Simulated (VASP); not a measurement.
Crystal: Ti3Al.

```
Ti Al
1.0
     0.00000    3.12317    3.12317
     3.12317    0.00000    3.12317
     3.12317    3.12317    0.00000
Ti Al
3 1
Direct
  0.75000 0.75000 0.75000
  0.25000 0.25000 0.25000
  0.00000 0.00000 0.00000
  0.50000 0.50000 0.50000
```

Base run:

```yaml
Program: VASP 6.6.1
Functional: PBEsol
Potentials_or_basis: VASP PAW PBE potentials, release 64 (Ti_sv, Al)
Cutoff: 520 eV
k_mesh: 12 × 12 × 12
Occupations: gaussian, width 0.15 eV
Spin: collinear spin, ferromagnetic start
Starting_moments: "[0.7, 0.7, 0.7, 0.0] μB"
Fixed_moment: 2.1 μB
```

Its results: pressure 9.1 GPa; site moments Ti +0.32, +0.95; Al -0.01 μB.

Task: The run is repeated on the same cell with these changes: fixed moment from 2.1 μB to 1.5 μB; moments at the start from [0.7, 0.7, 0.7, 0.0] to [0.5, 0.5, 0.5, 0.0]. What comes out?

Result: Pressure 8.5 GPa; site moments Ti +0.18, +0.79; Al -0.01 μB.

Caveats: the PAW data sets were made with another functional, which shifts forces and pressure a little; the total moment is fixed, so each spin has its own Fermi level.
